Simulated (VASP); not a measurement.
# HfTe5Mo (P6/mmm) in VASP: further runs

HfTe5Mo is run at these levels: PBE; tasks: single point.

Everything below comes from runs of VASP 6.6.1. Logs are shortened: lines on timing, memory, paths and dates and some standing lists are left out, and cuts for length are marked.

## 1. The cell of the first run

It takes space group P6/mmm (No. 191, hexagonal). The conventional cell has a = 5.929 Å, b = 5.929 Å, c = 6.024 Å, α = 90.00°, β = 90.00°, γ = 120.00°. Within 4.0 Å of Hf (site symmetry 6/mmm) lie 2 Mo at 3.01 Å and 6 Te at 3.42 Å. Te (site symmetry -6m2) has 9 Te at 3.42 to 3.46 Å and 3 Hf at 3.42 Å within 4.5 Å. Te (site symmetry mmm) has 2 Mo at 2.96 Å and 8 Te at 2.96 to 3.46 Å within 3.9 Å. Within 3.9 Å of Mo (site symmetry 6/mmm) lie 6 Te at 2.96 Å and 2 Hf at 3.01 Å.

## 2. Single point, PBE

Input file INCAR:

```
SYSTEM = HfTe5Mo
PREC = Accurate ; ENCUT = 500
EDIFF = 1E-6 ; ISMEAR = 0
SIGMA = 0.2 ; LREAL = .False.
LASPH = .True. ; NELM = 120
ALGO = Normal ; ISIF = 2
LWAVE = .False. ; LCHARG = .False.
GGA = PE ; NBANDS = 36
GGA_COMPAT = .False.
```

Input file KPOINTS:

```
Automatic mesh
0
Gamma
  3 3 3
  0 0 0
```

Input file POSCAR:

```
HfTe5Mo
1.0
    5.9288253519      0.0000000000      0.0000000000
   -2.9644126760      5.1345133694      0.0000000000
    0.0000000000      0.0000000000      6.0241111522
Hf Te Mo
1 5 1
Direct
    0.0000000000      0.0000000000      0.0000000000
    0.3333333333      0.6666666667      0.0000000000
    0.6666666667      0.3333333333      0.0000000000
    0.5000000000      0.0000000000      0.5000000000
    0.0000000000      0.5000000000      0.5000000000
    0.5000000000      0.5000000000      0.5000000000
    0.0000000000      0.0000000000      0.5000000000
```

Potentials or basis: VASP PAW PBE potentials, release 64 (Hf_pv, Te, Mo_sv).

Command:

```console
cat potpaw_PBE.64/Hf_pv/POTCAR potpaw_PBE.64/Te/POTCAR potpaw_PBE.64/Mo_sv/POTCAR > POTCAR
mpirun -np 1 vasp_std > vasp.out
```

OUTCAR:

```text
SYSTEM = HfTe5Mo
   PREC = Accurate
   ENCUT = 500
   EDIFF = 1E-6
   ISMEAR = 0
   LREAL = .False.
   LASPH = .True.
   NELM = 120
   ISIF = 2
   GGA = PE

 ion  position               nearest neighbor table
   1  0.000  0.000  0.000-   7 3.01   7 3.01   2 3.42   3 3.42   3 3.42   2 3.42   3 3.42   2 3.42

   2  0.333  0.667  0.000-   3 3.42   1 3.42   3 3.42   1 3.42   1 3.42   3 3.42   5 3.46   5 3.46
                             4 3.46   4 3.46   6 3.46   6 3.46
   3  0.667  0.333  0.000-   2 3.42   1 3.42   2 3.42   1 3.42   1 3.42   2 3.42   5 3.46   5 3.46
                             4 3.46   4 3.46   6 3.46   6 3.46
   4  0.500  0.000  0.500-   7 2.96   7 2.96   5 2.96   5 2.96   6 2.96   6 2.96   3 3.46   3 3.46
                             2 3.46   2 3.46
   5  0.000  0.500  0.500-   6 2.96   6 2.96   4 2.96   4 2.96   7 2.96   7 2.96   3 3.46   3 3.46
                             2 3.46   2 3.46
   6  0.500  0.500  0.500-   5 2.96   5 2.96   7 2.96   7 2.96   4 2.96   4 2.96   3 3.46   3 3.46
                             2 3.46   2 3.46
   7  0.000  0.000  0.500-   4 2.96   4 2.96   6 2.96   6 2.96   5 2.96   5 2.96   1 3.01   1 3.01

  LATTYP: Found a hexagonal cell.
 ALAT       =     5.9288253519
 C/A-ratio  =     1.0160716153

  Lattice vectors:

 A1 = (   5.9288253519,   0.0000000000,   0.0000000000)
 A2 = (  -2.9644126760,   5.1345133694,   0.0000000000)
 A3 = (   0.0000000000,   0.0000000000,   6.0241111522)

Analysis of symmetry for initial positions (statically):
=====================================================================
 Subroutine PRICEL returns:
 Original cell was already a primitive cell.

 Routine SETGRP: Setting up the symmetry group for a
 hexagonal supercell.

 Subroutine GETGRP returns: Found 24 space group operations
 (whereof 24 operations were pure point group operations)
 out of a pool of 24 trial point group operations.

The static configuration has the point symmetry D_6h.

Analysis of symmetry for dynamics (positions and initial velocities):
=====================================================================
 Subroutine PRICEL returns:
 Original cell was already a primitive cell.

 Routine SETGRP: Setting up the symmetry group for a
 hexagonal supercell.

 Subroutine GETGRP returns: Found 24 space group operations
 (whereof 24 operations were pure point group operations)
 out of a pool of 24 trial point group operations.

The dynamic configuration has the point symmetry D_6h.

 Subroutine INISYM returns: Found 24 space group operations
 (whereof 24 operations are pure point group operations),
 and found     1 'primitive' translations

----------------------------------------------------------------------------------------

                                     Primitive cell

  volume of cell :     183.3838

  direct lattice vectors                    reciprocal lattice vectors
     5.928825352  0.000000000  0.000000000     0.168667475  0.097380212  0.000000000
    -2.964412676  5.134513369  0.000000000     0.000000000  0.194760424  0.000000000
     0.000000000  0.000000000  6.024111152     0.000000000  0.000000000  0.165999593

  length of vectors
     5.928825352  5.928825352  6.024111152     0.194760424  0.194760424  0.165999593

  position of ions in fractional coordinates (direct lattice)
     0.000000000  0.000000000  0.000000000
     0.333333333  0.666666667  0.000000000
     0.666666667  0.333333333  0.000000000
     0.500000000  0.000000000  0.500000000
     0.000000000  0.500000000  0.500000000
     0.500000000  0.500000000  0.500000000
     0.000000000  0.000000000  0.500000000

  ion indices of the primitive-cell ions
   primitive index   ion index
                 1           1
                 2           2
                 3           3
                 4           4
                 5           5
                 6           6
                 7           7

----------------------------------------------------------------------------------------

 KPOINTS: Automatic mesh

Automatic generation of k-mesh.
 Grid dimensions read from file:
 generate k-points for:    3    3    3

 Generating k-lattice:

  Cartesian coordinates                     Fractional coordinates (reciprocal lattice)
     0.056222492  0.032460071  0.000000000     0.333333333  0.000000000  0.000000000
     0.000000000  0.064920141  0.000000000     0.000000000  0.333333333  0.000000000
     0.000000000  0.000000000  0.055333198     0.000000000  0.000000000  0.333333333

  Length of vectors
     0.064920141  0.064920141  0.055333198

  Shift w.r.t. Gamma in fractional coordinates (k-lattice)
     0.000000000  0.000000000  0.000000000

 Subroutine IBZKPT returns following result:
 ===========================================

 Found      6 irreducible k-points:

 Following reciprocal coordinates:
            Coordinates               Weight
  0.000000  0.000000  0.000000      1.000000
  0.333333  0.000000  0.000000      6.000000
  0.333333  0.333333  0.000000      2.000000
  0.000000  0.000000  0.333333      2.000000
  0.333333  0.000000  0.333333     12.000000
  0.333333  0.333333  0.333333      4.000000
   k-points           NKPTS =      6   k-points in BZ     NKDIM =      6   number of bands    NBANDS=     36
   number of dos      NEDOS =    301   number of ions     NIONS =      7
   total plane-waves  NPLWV = 110592
   dimension x,y,z NGX =    48 NGY =   48 NGZ =   48
   dimension x,y,z NGXF=    96 NGYF=   96 NGZF=   96
   ions per type =               1   5   1
   NGX,Y,Z   is equivalent  to a cutoff of  13.46, 13.46, 13.25 a.u.
   NGXF,Y,Z  is equivalent  to a cutoff of  26.92, 26.92, 26.49 a.u.
 SYSTEM =  HfTe5Mo
   PREC   = accura    normal or accurate (medium, high low for compatibility)
   ISTART =      0    job   : 0-new  1-cont  2-samecut
   ICHARG =      2    charge: 1-file 2-atom 10-const
   ISPIN  =      1    spin polarized calculation?
   LNONCOLLINEAR =      F non collinear calculations
   LSORBIT =      F    spin-orbit coupling
   LASPH  =      T    aspherical Exc in radial PAW
   ENCUT  =  500.0 eV  36.75 Ry    6.06 a.u.  10.81 10.81 10.98*2*pi/ulx,y,z
   NELM   =    120;   NELMIN=  2; NELMDL= -5     # of ELM steps
   EDIFF  = 0.1E-05   stopping-criterion for ELM
   LREAL  =      F    real-space projection
   EDIFFG = 0.1E-04   stopping-criterion for IOM
   NSW    =      0    number of steps for IOM
   IBRION =     -1    ionic relax: 0-MD 1-quasi-New 2-CG
   NFREE  =      0    steps in history (QN), initial steepest desc. (CG)
   ISIF   =      2    stress and relaxation
   ISYM   =      2    0-nonsym 1-usesym 2-fastsym
   POTIM  = 0.5000    time-step for ionic-motion
   TEBEG  =    0.0;   TEEND  =   0.0 temperature during run
   PSTRESS=    0.0 pullay stress
   NELECT =      54.0000    total number of electrons
   NUPDOWN=      -1.0000    fix difference up-down
   EMIN   =  10.00;   EMAX   =-10.00  energy-range for DOS
   EFERMI =   0.00;   METHOD = LEGACY
   ISMEAR =     0;   SIGMA  =   0.20  broadening in eV -4-tet -1-fermi 0-gaus
   EFERMI_NEDOS =   21; number of points for ismear=-14 and -15
   IALGO  =     38    algorithm
   IMIX   =      4    mixing-type and parameters
     AMIX     =   0.40;   BMIX     =  1.00
     AMIX_MAG =   1.60;   BMIX_MAG =  1.00
  volume/ion in A,a.u.               =      26.20       176.79
  Fermi-wavevector in a.u.,A,eV,Ry     =   1.089145  2.058186 16.139737  1.186237
  Thomas-Fermi vector in A             =   2.225342
   LORBIT       =      0    0 simple, 1 ext, 2 COOP (PROOUT), +10 PAW based schemes
   GGA     = PE    functional components
   LHFCALC =     F    Hartree Fock is set to
   AEXX    =    0.0000 exact exchange contribution
   IVDW    =     0    specifies the selected vdW correction
   LEPSILON=     F    determine dielectric tensor
   LRPA    =     F    only Hartree local field effects (RPA)
 non-spin polarized calculation
 Gauss-broadening in eV      SIGMA  =   0.20
  energy-cutoff  :      500.00
  volume of cell :      183.38
 maximum number of plane-waves:      4713
 NGX is ok and might be reduce to    48
   NGX = 21   NGY = 21   NGZ = 21

 number of electron      53.9999997 magnetization

 Free energy of the ion-electron system (eV)
  ---------------------------------------------------
  ext. energy  EPLUGINS =         0.00000000
  ---------------------------------------------------
  free energy    TOTEN  =       -31.75847094 eV

  energy without entropy =      -31.55162803  energy(sigma->0) =      -31.65504949

 E-fermi :   7.9262     XC(G=0): -10.4261

 val. band max:        7.9232250085   @ k =   0.0000   0.0000   0.3333
 cond. band min:       7.9569142162   @ k =   0.3333   0.0000   0.0000
 fundamental gap:      0.0336892077
 Fermi energy:         7.9261794379

 k-point     1 :       0.0000    0.0000    0.0000
  band No.  band energies     occupation
      1     -52.7460      2.00000
      2     -26.9493      2.00000
      3     -26.9493      2.00000
      4     -26.7079      2.00000
      5     -24.1118      2.00000
      6     -24.1118      2.00000
[... 28 lines left out ...]
     35      10.5634      0.00000
     36      10.5634      0.00000

 k-point     2 :       0.3333    0.0000    0.0000
  band No.  band energies     occupation
      1     -52.7460      2.00000
      2     -26.9491      2.00000
      3     -26.9489      2.00000
      4     -26.7079      2.00000
      5     -24.1121      2.00000
      6     -24.1119      2.00000
[... 28 lines left out ...]
     35      10.4501      0.00000
     36      10.8514      0.00000

 k-point     3 :       0.3333    0.3333    0.0000
  band No.  band energies     occupation
      1     -52.7461      2.00000
      2     -26.9488      2.00000
      3     -26.9488      2.00000
      4     -26.7078      2.00000
      5     -24.1121      2.00000
      6     -24.1121      2.00000
[... 28 lines left out ...]
     35      10.0284      0.00000
     36      10.4002      0.00000

 k-point     4 :       0.0000    0.0000    0.3333
  band No.  band energies     occupation
      1     -52.7460      2.00000
      2     -26.9492      2.00000
      3     -26.9492      2.00000
      4     -26.6952      2.00000
      5     -24.1120      2.00000
      6     -24.1120      2.00000
[... 28 lines left out ...]
     35       9.8634      0.00000
     36      10.6030      0.00000

 k-point     5 :       0.3333    0.0000    0.3333
  band No.  band energies     occupation
      1     -52.7461      2.00000
      2     -26.9490      2.00000
      3     -26.9488      2.00000
      4     -26.6952      2.00000
      5     -24.1124      2.00000
      6     -24.1121      2.00000
[... 28 lines left out ...]
     35       9.8918      0.00000
     36      10.7915      0.00000

 k-point     6 :       0.3333    0.3333    0.3333
  band No.  band energies     occupation
      1     -52.7461      2.00000
      2     -26.9487      2.00000
      3     -26.9487      2.00000
      4     -26.6951      2.00000
      5     -24.1123      2.00000
      6     -24.1123      2.00000
[... 28 lines left out ...]
     35       9.4161      0.00000
     36      10.1777      0.00000

------------------------ aborting loop because EDIFF is reached ----------------------------------------

  FORCE on cell =-STRESS in cart. coord.  units (eV):
  Direction    XX          YY          ZZ          XY          YZ          ZX
  --------------------------------------------------------------------------------------
  -------------------------------------------------------------------------------------
  Total        0.0049759      0.0049759     -0.4854377     -0.0000000      0.0000000      0.0000000
  in kB        0.0434732      0.0434732     -4.2411456     -0.0000000      0.0000000      0.0000000
  external PRESSURE =      -1.3847330 kB  Pullay stress =       0.0000000 kB

 VOLUME and BASIS-vectors are now :
 -----------------------------------------------------------------------------
  energy-cutoff  :      500.00
  volume of cell :      183.38
      direct lattice vectors                 reciprocal lattice vectors
     5.928825352  0.000000000  0.000000000     0.168667475  0.097380212  0.000000000
    -2.964412676  5.134513369  0.000000000     0.000000000  0.194760424  0.000000000
     0.000000000  0.000000000  6.024111152     0.000000000  0.000000000  0.165999593

 POSITION                                       TOTAL-FORCE (eV/Angst)
 -----------------------------------------------------------------------------------
      0.00000      0.00000      0.00000        -0.000000      0.000000      0.000000
     -0.00000      3.42301      0.00000         0.000000      0.000000      0.000000
      2.96441      1.71150      0.00000        -0.000000     -0.000000      0.000000
      2.96441      0.00000      3.01206        -0.000000      0.000000      0.000000
     -1.48221      2.56726      3.01206        -0.000000      0.000000      0.000000
      1.48221      2.56726      3.01206        -0.000000      0.000000      0.000000
      0.00000      0.00000      3.01206        -0.000000      0.000000      0.000000
 -----------------------------------------------------------------------------------
    total drift:                                0.000000     -0.000000     -0.000000

  FREE ENERGIE OF THE ION-ELECTRON SYSTEM (eV)
  ---------------------------------------------------
  free  energy   TOTEN  =       -31.7584709433 eV

  energy  without entropy=      -31.5516280287  energy(sigma->0) =      -31.65504949
```

Wall time 47 s (1 thread of Intel Xeon 6975P-C (Granite Rapids), shared host); peak memory 0.33 GiB.

Results:

* Free energy: -31.7585 eV
* Pressure: -0.1 GPa
* Band gap on the k mesh: zero (band 27 reaches 8.14 eV, above the bottom of band 28 at 7.90 eV)

Levels at points of the mesh, in eV from the Fermi level:
```tsv
k point	band 25	band 26	band 27	band 28	band 29	band 30
(0.00, 0.00, 0.00)	-0.87	-0.87	-0.23	-0.02	-0.02	1.35
```

Caveat: the k points lie up to 0.41 Å⁻¹ apart; spin-orbit coupling is left out, which moves the levels of the heavy elements.

## 3. Single point, PBE

This run uses another cell than the first one, of 26.45 Å³/atom, 1.010 times its volume.

Input file INCAR:

```
SYSTEM = HfTe5Mo
PREC = Accurate
ENCUT = 500
EDIFF = 1E-6
ISMEAR = 0
SIGMA = 0.2
LREAL = .False.
LASPH = .True.
NELM = 120
ALGO = Normal
ISIF = 2
LWAVE = .False.
LCHARG = .False.
GGA = PE
NBANDS = 36
GGA_COMPAT = .False.
```

KPOINTS is that of step 2.

Input file POSCAR:

```
HfTe5Mo
1.0
    6.3054299077      0.0000000000      0.0000000000
   -3.1527149538      5.4606624818      0.0000000000
    0.0000000000      0.0000000000      5.3774322042
Hf Te Mo
1 5 1
Direct
    0.0000000000      0.0000000000      0.0000000000
    0.5000000000      0.0000000000      0.0000000000
    0.0000000000      0.5000000000      0.0000000000
    0.5000000000      0.5000000000      0.0000000000
    0.3333333333      0.6666666667      0.5000000000
    0.6666666667      0.3333333333      0.5000000000
    0.0000000000      0.0000000000      0.5000000000
```

Potentials or basis: VASP PAW PBE potentials, release 64 (Hf_pv, Te, Mo_sv).

Command:

```console
cat potpaw_PBE.64/Hf_pv/POTCAR potpaw_PBE.64/Te/POTCAR potpaw_PBE.64/Mo_sv/POTCAR > POTCAR
mpirun -np 1 vasp_std > vasp.out
```

OUTCAR:

```text
SYSTEM = HfTe5Mo
   PREC = Accurate
   ENCUT = 500
   EDIFF = 1E-6
   ISMEAR = 0
   LREAL = .False.
   LASPH = .True.
   NELM = 120
   ISIF = 2
   GGA = PE

 ion  position               nearest neighbor table
   1  0.000  0.000  0.000-   7 2.69   7 2.69   3 3.15   3 3.15   4 3.15   4 3.15   2 3.15   2 3.15

   2  0.500  0.000  0.000-   4 3.15   4 3.15   3 3.15   3 3.15   1 3.15   1 3.15   6 3.25   5 3.25
                             6 3.25   5 3.25
   3  0.000  0.500  0.000-   1 3.15   1 3.15   2 3.15   2 3.15   4 3.15   4 3.15   6 3.25   5 3.25
                             6 3.25   5 3.25
   4  0.500  0.500  0.000-   2 3.15   2 3.15   1 3.15   1 3.15   3 3.15   3 3.15   6 3.25   5 3.25
                             6 3.25   5 3.25
[... 430 lines left out ...]
  in kB       -2.7351181     -2.7351181     -0.7578193     -0.0000000     -0.0000000      0.0000000
  external PRESSURE =      -2.0760185 kB  Pullay stress =       0.0000000 kB

 VOLUME and BASIS-vectors are now :
 -----------------------------------------------------------------------------
  energy-cutoff  :      500.00
  volume of cell :      185.15
      direct lattice vectors                 reciprocal lattice vectors
     6.305429908  0.000000000  0.000000000     0.158593469  0.091563982  0.000000000
    -3.152714954  5.460662482  0.000000000     0.000000000  0.183127964  0.000000000
     0.000000000  0.000000000  5.377432204     0.000000000  0.000000000  0.185962363

 POSITION                                       TOTAL-FORCE (eV/Angst)
 -----------------------------------------------------------------------------------
      0.00000      0.00000      0.00000         0.000000      0.000000      0.000000
      3.15271      0.00000      0.00000         0.000000      0.000000      0.000000
     -1.57636      2.73033      0.00000        -0.000000      0.000000      0.000000
      1.57636      2.73033      0.00000        -0.000000      0.000000      0.000000
     -0.00000      3.64044      2.68872         0.000000     -0.000000      0.000000
      3.15271      1.82022      2.68872        -0.000000      0.000000      0.000000
      0.00000      0.00000      2.68872         0.000000      0.000000      0.000000
 -----------------------------------------------------------------------------------
    total drift:                                0.000000     -0.000000      0.000000

  FREE ENERGIE OF THE ION-ELECTRON SYSTEM (eV)
  ---------------------------------------------------
  free  energy   TOTEN  =       -31.3096377612 eV

  energy  without entropy=      -31.1637118445  energy(sigma->0) =      -31.23667480
```

stdout:

```text
POSCAR found type information on POSCAR HfTeMo
 POSCAR found :  3 types and       7 ions
 scaLAPACK will be used
 LDA part: xc-table for (Slater+PW92), standard interpolation
 POSCAR, INCAR and KPOINTS ok, starting setup
 FFT: planning ... GRIDC
 FFT: planning ... GRID_SOFT
 FFT: planning ... GRID
 WAVECAR not read
 entering main loop
```

Wall time 28 s (1 thread of Intel Xeon 6975P-C (Granite Rapids), shared host); peak memory 0.3 GiB.

What came out:

```yaml
Free_energy: -31.3096 eV
Pressure: -0.2 GPa
Band_gap_on_the_k_mesh: zero (band 27 reaches 7.96 eV, above the bottom of band 28 at 7.76 eV)
```

Caveat: the k points lie up to 0.39 Å⁻¹ apart; spin-orbit coupling is left out, which moves the levels of the heavy elements.
